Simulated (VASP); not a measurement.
## FeRu: single point with LDA

The system is FeRu.

```
CELL_PARAMETERS angstrom
2.64280 0.00000 0.00000
-1.32140 2.28873 0.00000
0.00000 0.00000 4.07023
ATOMIC_POSITIONS crystal
Fe 0.00000 0.00000 0.50000
Ru 0.66667 0.33333 0.00000
```

| Property | Result |
| --- | --- |
| Program | VASP 6.6.1 |
| Task | single point |
| Functional | LDA |
| Potentials or basis | VASP PAW LDA potentials, release 64 (Fe, Ru_pv) |
| Cutoff | 520 eV |
| k mesh | 12 × 12 × 7 |
| Occupations | fermi-dirac, width 0.05 eV |
| Spin | collinear spin, ferrimagnetic start |
| Starting moments | [3.0, -1.5] μB |
| Dipole correction | no |
| Further INCAR settings | ALGO = Normal; EDIFF = 1e-06; NBANDS = 22 |

```
Pressure                                              : -19.8 GPa
Band gap on the k mesh                                : zero (filled and empty bands overlap)
Net moment                                            : 0.00 μB per cell
Valence electrons inside the program's atomic spheres : Fe 7.31; Ru 12.72
```

Stress tensor (GPa, compression positive):
```
-19.95   0.00   0.00
  0.00 -19.95   0.00
  0.00   0.00 -19.52
```

Levels at points of the mesh, in eV from the Fermi level:
Spin up:
| k point | band 7 | band 8 | band 9 | band 10 | band 11 | band 12 | band 13 | band 14 | band 15 | band 16 |
| --- | --- | --- | --- | --- | --- | --- | --- | --- | --- | --- |
| (0.00, 0.00, 0.00) | -2.40 | -1.51 | -1.15 | -1.15 | -1.12 | -1.12 | 1.01 | 1.01 | 1.27 | 9.71 |
| (0.50, 0.00, 0.00) | -2.43 | -1.91 | -1.42 | -0.99 | 0.54 | 1.46 | 2.03 | 2.89 | 5.71 | 9.95 |
Spin down:
```
           k point  band 9  band 10  band 11  band 12  band 13  band 14
(0.00, 0.00, 0.00)   -1.14    -1.14    -1.12    -1.12     1.01     1.01
(0.50, 0.00, 0.00)   -1.42    -0.99     0.54     1.47     2.03     2.89
```

It took 2.3 min on 1 thread of Intel Xeon 8259CL (shared host), peak memory 0.18 GiB.

Caveat: the cell stands under tension.
